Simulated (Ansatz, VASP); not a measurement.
Two plane-wave programs on BP

Contents of POSCAR:

```
BP
1.0
    0.0000000000      2.0988250000      2.2690000000
    2.0988250000      0.0000000000      2.2690000000
    2.0988250000      2.0988250000      0.0000000000
B P
1 1
Direct
    0.0000000000      0.0000000000      0.0000000000
    0.7500000000      0.7500000000      0.7500000000
```

File INCAR.step1:

```
  PREC = Accurate
  ENCUT = 520
  ISMEAR = 0
  SIGMA = 0.05
  LREAL = F
  LASPH = T
  NELM = 80
  NBANDS = 11
  GGA = PE
  ALGO = Normal
  EDIFF = 1E-4
  LWAVE = T
  LCHARG = F
```

INCAR.step2

```
  PREC = Accurate
  ENCUT = 520
  EDIFF = 1E-6
  ISMEAR = 0
  SIGMA = 0.05
  LREAL = F
  LASPH = T
  NELM = 80
  ALGO = Normal
  ISIF = 2
  LWAVE = F
  LCHARG = F
  METAGGA = R2SCAN
  LMIXTAU = T
  NBANDS = 11
  ISTART = 1
```

The input KPOINTS:

```
Automatic mesh
0
Gamma
  10 10 10
```

Input for Ansatz:

```yaml
crystal:
  lattice:
    - [0.0, 2.098825, 2.269]
    - [2.098825, 0.0, 2.269]
    - [2.098825, 2.098825, 0.0]
  atoms:
    - { symbol: B, position: [0.0, 0.0, 0.0] }
    - { symbol: P, position: [0.75, 0.75, 0.75] }
basis:
  ecutwfc: 500
kpoints:
  mp_grid: { grid: [10, 10, 10] }
hamiltonian:
  xc: r2scan
scf:
  occupations: { method: gaussian, width: 0.05 }
output:
  forces: true
  stress: true
  eigenvalues: true
```

Change from the starting cell: strain -0.0750 x Voigt [1, 1, 0, 0, 0, 0], atoms carried along.

Alike in both runs: task single point; functional r2SCAN; k mesh 10 × 10 × 10; occupations gaussian, width 0.05 eV; no spin polarisation.

```csv
,VASP,Ansatz
version,VASP 6.6.1,Ansatz 0.2.0
potentials or method,"VASP PAW PBE potentials, release 64 (B, P), cutoff 520 eV","scalar-relativistic, plane waves, PAW"
valence electrons in the cell,8,8
```

|  | VASP | Ansatz | Ansatz less VASP |
| --- | --- | --- | --- |
| gap on the k mesh at the Fermi level (eV) | 0.57 | 0.55 | -0.027 |
| least direct gap on the mesh (eV) | 3.51 | 3.47 | -0.039 |
| pressure (GPa) | 34.0 | 34.7 | +0.73 |
| traceless stress, the component that is largest in VASP (GPa) | -18.89 | -18.80 | +0.093 |

VASP's potentials were made for PBE, not for r2SCAN. Both programs put the cell under a high pressure, so it lies far from rest at this level.
